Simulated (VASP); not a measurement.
# Pt (Fm-3m) in VASP: notebook

The runs below take Pt through single point, with PBE.

All numbers are computed with VASP 6.6.1; they aren't measurements. Logs are shortened: lines on timing, memory, paths and dates and some standing lists are left out, and cuts for length are marked.

**1. The cell of the first run**

The structure is cubic, space group Fm-3m (No. 225). Conventional cell: a = 3.720 Å, b = 3.720 Å, c = 3.720 Å, α = 90.00°, β = 90.00°, γ = 90.00°. Within 3.5 Å of Pt (site symmetry m-3m) lie 12 Pt at 2.63 Å.

**2. Single point, PBE (strain -0.050 along x and y, -0.050 along z)**

INCAR

```
SYSTEM = Pt
PREC     = Accurate       ! precision mode
ENCUT    = 520            ! plane-wave cutoff, eV
EDIFF    = 1E-6           ! SCF threshold, eV
ISMEAR   = 0              ! smearing method
SIGMA    = 0.15           ! smearing width, eV
LREAL    = .FALSE.        ! projectors in reciprocal space
LASPH    = .TRUE.         ! aspherical terms in the spheres
NELM     = 80             ! most SCF steps
ALGO     = Fast           ! electronic algorithm
ISIF     = 2              ! what is computed and relaxed
LWAVE    = .FALSE.        ! write WAVECAR
LCHARG   = .FALSE.        ! write CHGCAR
GGA      = PE             ! functional
NBANDS   = 11             ! bands
```

KPOINTS

```
regular mesh
0
G
  20 20 20
  0 0 0
```

POSCAR

```
Pt
1.0
    0.0000000000      1.8600050000      1.8600050000
    1.8600050000      0.0000000000      1.8600050000
    1.8600050000      1.8600050000      0.0000000000
Pt
1
Direct
    0.0000000000      0.0000000000      0.0000000000
```

Potentials or basis: VASP PAW PBE potentials, release 64 (Pt).

Started as:

```sh
> cat potpaw_PBE.64/Pt/POTCAR > POTCAR
> mpirun -np 1 vasp_std > vasp.out
```

OUTCAR:

```text
SYSTEM = Pt
   PREC = Accurate
   ENCUT = 520
   EDIFF = 1E-6
   ISMEAR = 0
   LREAL = .FALSE.
   LASPH = .TRUE.
   NELM = 80
   ISIF = 2
   GGA = PE

 ion  position               nearest neighbor table
   1  0.000  0.000  0.000-

  LATTYP: Found a face centered cubic cell.
 ALAT       =     3.7200100000

  Lattice vectors:

 A1 = (   0.0000000000,   1.8600050000,   1.8600050000)
 A2 = (   1.8600050000,   0.0000000000,   1.8600050000)
 A3 = (   1.8600050000,   1.8600050000,   0.0000000000)

Analysis of symmetry for initial positions (statically):
=====================================================================
 Subroutine PRICEL returns:
 Original cell was already a primitive cell.

 Routine SETGRP: Setting up the symmetry group for a
 face centered cubic supercell.

 Subroutine GETGRP returns: Found 48 space group operations
 (whereof 48 operations were pure point group operations)
 out of a pool of 48 trial point group operations.

The static configuration has the point symmetry O_h .

Analysis of symmetry for dynamics (positions and initial velocities):
=====================================================================
 Subroutine PRICEL returns:
 Original cell was already a primitive cell.

 Routine SETGRP: Setting up the symmetry group for a
 face centered cubic supercell.

 Subroutine GETGRP returns: Found 48 space group operations
 (whereof 48 operations were pure point group operations)
 out of a pool of 48 trial point group operations.

The dynamic configuration has the point symmetry O_h .

 Subroutine INISYM returns: Found 48 space group operations
 (whereof 48 operations are pure point group operations),
 and found     1 'primitive' translations

----------------------------------------------------------------------------------------

                                     Primitive cell

  volume of cell :      12.8698

  direct lattice vectors                    reciprocal lattice vectors
     0.000000000  1.860005000  1.860005000    -0.268816482  0.268816482  0.268816482
     1.860005000  0.000000000  1.860005000     0.268816482 -0.268816482  0.268816482
     1.860005000  1.860005000  0.000000000     0.268816482  0.268816482 -0.268816482

  length of vectors
     2.630444297  2.630444297  2.630444297     0.465603804  0.465603804  0.465603804

  position of ions in fractional coordinates (direct lattice)
     0.000000000  0.000000000  0.000000000

  ion indices of the primitive-cell ions
   primitive index   ion index
                 1           1

----------------------------------------------------------------------------------------

 KPOINTS: regular mesh

Automatic generation of k-mesh.
 Grid dimensions read from file:
 generate k-points for:   20   20   20

 Generating k-lattice:

  Cartesian coordinates                     Fractional coordinates (reciprocal lattice)
    -0.013440824  0.013440824  0.013440824     0.050000000  0.000000000  0.000000000
     0.013440824 -0.013440824  0.013440824     0.000000000  0.050000000  0.000000000
     0.013440824  0.013440824 -0.013440824     0.000000000  0.000000000  0.050000000

  Length of vectors
     0.023280190  0.023280190  0.023280190

  Shift w.r.t. Gamma in fractional coordinates (k-lattice)
     0.000000000  0.000000000  0.000000000

 Subroutine IBZKPT returns following result:
 ===========================================

 Found    256 irreducible k-points:

 Following reciprocal coordinates:
            Coordinates               Weight
  0.000000  0.000000  0.000000      1.000000
  0.050000  0.000000  0.000000      8.000000
  0.100000  0.000000  0.000000      8.000000
  0.150000  0.000000  0.000000      8.000000
  0.200000  0.000000  0.000000      8.000000
  0.250000  0.000000  0.000000      8.000000
[... 16 lines left out ...]
 -0.400000  0.050000  0.000000     24.000000
 -0.350000  0.050000  0.000000     24.000000
 [... further k-points ...]
   k-points           NKPTS =    256   k-points in BZ     NKDIM =    256   number of bands    NBANDS=     11
   number of dos      NEDOS =    301   number of ions     NIONS =      1
   total plane-waves  NPLWV =   8000
   dimension x,y,z NGX =    20 NGY =   20 NGZ =   20
   dimension x,y,z NGXF=    40 NGYF=   40 NGZF=   40
   ions per type =               1
   NGX,Y,Z   is equivalent  to a cutoff of  12.64, 12.64, 12.64 a.u.
   NGXF,Y,Z  is equivalent  to a cutoff of  25.28, 25.28, 25.28 a.u.
 SYSTEM =  Pt
   PREC   = accura    normal or accurate (medium, high low for compatibility)
   ISTART =      0    job   : 0-new  1-cont  2-samecut
   ICHARG =      2    charge: 1-file 2-atom 10-const
   ISPIN  =      1    spin polarized calculation?
   LNONCOLLINEAR =      F non collinear calculations
   LSORBIT =      F    spin-orbit coupling
   LASPH  =      T    aspherical Exc in radial PAW
   ENCUT  =  520.0 eV  38.22 Ry    6.18 a.u.   4.89  4.89  4.89*2*pi/ulx,y,z
   NELM   =     80;   NELMIN=  2; NELMDL= -5     # of ELM steps
   EDIFF  = 0.1E-05   stopping-criterion for ELM
   LREAL  =      F    real-space projection
   EDIFFG = 0.1E-04   stopping-criterion for IOM
   NSW    =      0    number of steps for IOM
   IBRION =     -1    ionic relax: 0-MD 1-quasi-New 2-CG
   NFREE  =      0    steps in history (QN), initial steepest desc. (CG)
   ISIF   =      2    stress and relaxation
   ISYM   =      2    0-nonsym 1-usesym 2-fastsym
   POTIM  = 0.5000    time-step for ionic-motion
   TEBEG  =    0.0;   TEEND  =   0.0 temperature during run
   PSTRESS=    0.0 pullay stress
   NELECT =      10.0000    total number of electrons
   NUPDOWN=      -1.0000    fix difference up-down
   EMIN   =  10.00;   EMAX   =-10.00  energy-range for DOS
   EFERMI =   0.00;   METHOD = LEGACY
   ISMEAR =     0;   SIGMA  =   0.15  broadening in eV -4-tet -1-fermi 0-gaus
   EFERMI_NEDOS =   21; number of points for ismear=-14 and -15
   IALGO  =     68    algorithm
   IMIX   =      4    mixing-type and parameters
     AMIX     =   0.40;   BMIX     =  1.00
     AMIX_MAG =   1.60;   BMIX_MAG =  1.00
  volume/ion in A,a.u.               =      12.87        86.85
  Fermi-wavevector in a.u.,A,eV,Ry     =   1.505049  2.844131 30.819554  2.265173
  Thomas-Fermi vector in A             =   2.615949
   LORBIT       =      0    0 simple, 1 ext, 2 COOP (PROOUT), +10 PAW based schemes
   GGA     = PE    functional components
   LHFCALC =     F    Hartree Fock is set to
   AEXX    =    0.0000 exact exchange contribution
   IVDW    =     0    specifies the selected vdW correction
   LEPSILON=     F    determine dielectric tensor
   LRPA    =     F    only Hartree local field effects (RPA)
 non-spin polarized calculation
 RMM-DIIS sequential band-by-band and
 Gauss-broadening in eV      SIGMA  =   0.15
  energy-cutoff  :      520.00
  volume of cell :       12.87
 maximum number of plane-waves:       360
   NGX =  9   NGY =  9   NGZ =  9

 number of electron      10.0000000 magnetization

 Free energy of the ion-electron system (eV)
  ---------------------------------------------------
  ext. energy  EPLUGINS =         0.00000000
  ---------------------------------------------------
  free energy    TOTEN  =        -5.53846384 eV

  energy without entropy =       -5.52373696  energy(sigma->0) =       -5.53110040

 E-fermi :  14.6230     XC(G=0): -14.4590

 val. band max:       14.6111309331   @ k =   0.4500   0.0500   0.0000
 cond. band min:      14.6263261937   @ k =  -0.4500   0.1000   0.0500
 fundamental gap:      0.0151952606
 Fermi energy:        14.6229879466

 k-point     1 :       0.0000    0.0000    0.0000
  band No.  band energies     occupation
      1       2.4695      2.00000
      2       9.7099      2.00000
      3       9.7099      2.00000
      4       9.7099      2.00000
      5      12.5046      2.00000
      6      12.5046      2.00000
      7      28.6085      0.00000
      8      34.5049      0.00000
      9      34.5049      0.00000
     10      34.5049      0.00000
     11      40.4614      0.00000

 k-point     2 :       0.0500    0.0000    0.0000
  band No.  band energies     occupation
      1       2.5885      2.00000
      2       9.6480      2.00000
      3       9.7609      2.00000
      4       9.7609      2.00000
      5      12.4711      2.00000
      6      12.4711      2.00000
      7      28.8150      0.00000
      8      33.9330      0.00000
      9      34.7048      0.00000
     10      34.7048      0.00000
     11      41.1649      0.00000

 k-point     3 :       0.1000    0.0000    0.0000
  band No.  band energies     occupation
      1       2.9351      2.00000
      2       9.4852      2.00000
      3       9.8986      2.00000
      4       9.8986      2.00000
      5      12.3925      2.00000
      6      12.3925      2.00000
      7      29.3941      0.00000
      8      32.7017      0.00000
      9      35.2922      0.00000
     10      35.2922      0.00000
     11      42.6070      0.00000

 k-point     4 :       0.1500    0.0000    0.0000
  band No.  band energies     occupation
      1       3.4742      2.00000
      2       9.2879      2.00000
      3      10.0709      2.00000
      4      10.0709      2.00000
      5      12.3366      2.00000
      6      12.3366      2.00000
      7      30.1811      0.00000
      8      31.3615      0.00000
      9      36.2307      0.00000
     10      36.2307      0.00000
     11      42.4684      0.00000
[... 239 lines left out ...]
 k-point    22 :      -0.4500    0.0500    0.0000
  band No.  band energies     occupation
      1       5.5384      2.00000
      2       9.5347      2.00000
      3       9.6910      2.00000
      4      12.6952      2.00000
      5      14.5249      1.64498
      6      15.3445      0.00000
      7      22.0478      0.00000
      8      28.5125      0.00000
      9      34.3295      0.00000
     10      34.8618      0.00000
     11      45.0782      0.00000

 k-point    23 :      -0.4000    0.0500    0.0000
  band No.  band energies     occupation
      1       5.5595      2.00000
      2       9.6289      2.00000
      3       9.7591      2.00000
      4      11.9377      2.00000
      5      14.1232      2.00000
      6      14.9567      0.00165
      7      23.2806      0.00000
      8      28.8752      0.00000
      9      34.7356      0.00000
     10      35.8118      0.00000
     11      43.4585      0.00000

 k-point    24 :      -0.3500    0.0500    0.0000
  band No.  band energies     occupation
      1       5.5520      2.00000
      2       9.7761      2.00000
      3       9.8879      2.00000
      4      10.8713      2.00000
      5      13.5754      2.00000
      6      14.4268      1.93569
      7      24.9455      0.00000
      8      29.5696      0.00000
      9      35.6219      0.00000
     10      37.2611      0.00000
     11      41.4855      0.00000

 [... further k-points ...]
[... 5 lines left out ...]
  --------------------------------------------------------------------------------------
  -------------------------------------------------------------------------------------
  Total        6.5333825      6.5333825      6.5333825      0.0000000     -0.0000000     -0.0000000
  in kB      813.3478754    813.3478754    813.3478754      0.0000000     -0.0000000     -0.0000000
  external PRESSURE =     813.3478754 kB  Pullay stress =       0.0000000 kB

 VOLUME and BASIS-vectors are now :
 -----------------------------------------------------------------------------
  energy-cutoff  :      520.00
  volume of cell :       12.87
      direct lattice vectors                 reciprocal lattice vectors
     0.000000000  1.860005000  1.860005000    -0.268816482  0.268816482  0.268816482
     1.860005000  0.000000000  1.860005000     0.268816482 -0.268816482  0.268816482
     1.860005000  1.860005000  0.000000000     0.268816482  0.268816482 -0.268816482

 POSITION                                       TOTAL-FORCE (eV/Angst)
 -----------------------------------------------------------------------------------
      0.00000      0.00000      0.00000         0.000000      0.000000     -0.000000
 -----------------------------------------------------------------------------------
    total drift:                               -0.000000     -0.000000     -0.000000

  FREE ENERGIE OF THE ION-ELECTRON SYSTEM (eV)
  ---------------------------------------------------
  free  energy   TOTEN  =        -5.5384638383 eV

  energy  without entropy=       -5.5237369589  energy(sigma->0) =       -5.53110040
```

It took 1.7 min on 1 thread of AMD EPYC 7R13, shared host; peak memory 0.12 GiB.

What came out:

| Item | Value |
| --- | --- |
| Free energy | -5.5385 eV |
| Pressure | 81.3 GPa |
| Band gap on the k mesh | zero (band 5 reaches 15.30 eV, above the bottom of band 6 at 12.34 eV) |

Caveat: the cell differs from its parent crystal (strain -0.050 along x and y, -0.050 along z); spin-orbit coupling is left out, which moves the levels of the heavy elements.

**3. Single point, PBE (strain -0.025 along x and y, -0.025 along z)**

INCAR

```
  ALGO = Normal
  EDIFF = 1E-6
  ENCUT = 520
  GGA = PE
  ISIF = 2
  ISMEAR = 0
  LASPH = T
  LCHARG = T
  LELF = T
  LREAL = F
  LVHAR = T
  LWAVE = F
  NBANDS = 11
  NELM = 60
  PREC = Accurate
  SIGMA = 0.15
```

KPOINTS

```
k-points
0
Gamma
  20 20 20
```

POSCAR

```
Pt
1.0
    0.0000000000      1.9089525000      1.9089525000
    1.9089525000      0.0000000000      1.9089525000
    1.9089525000      1.9089525000      0.0000000000
Pt
1
Direct
    0.0000000000      0.0000000000      0.0000000000
```

Potentials or basis: VASP PAW PBE potentials, release 64 (Pt).

Started as:

```sh
> cat potpaw_PBE.64/Pt/POTCAR > POTCAR
> mpirun -np 1 vasp_std > vasp.out
```

Wall time 74 s (1 thread of AMD EPYC 7R13, shared host); peak memory 0.13 GiB.

Results (log left out):

- Free energy: -5.9226 eV
- Pressure: 39.4 GPa
- Band gap on the k mesh: zero (band 5 reaches 13.48 eV, above the bottom of band 6 at 10.90 eV)

Levels at points of the mesh, in eV from the Fermi level:
```csv
k point,band 2,band 3,band 4,band 5,band 6,band 7,band 8,band 9
"(0.00, 0.00, 0.00)",-4.33,-4.33,-4.33,-1.87,-1.87,14.35,19.78,19.78
"(0.50, 0.00, 0.00)",-4.41,-4.41,-0.82,0.05,0.05,6.49,13.95,19.50
"(0.50, 0.50, 0.00)",-7.53,0.01,0.58,0.58,1.62,9.80,11.63,11.63
```

Caveat: the cell differs from its parent crystal (strain -0.025 along x and y, -0.025 along z); spin-orbit coupling is left out, which moves the levels of the heavy elements.

[end of part 1 of 2]
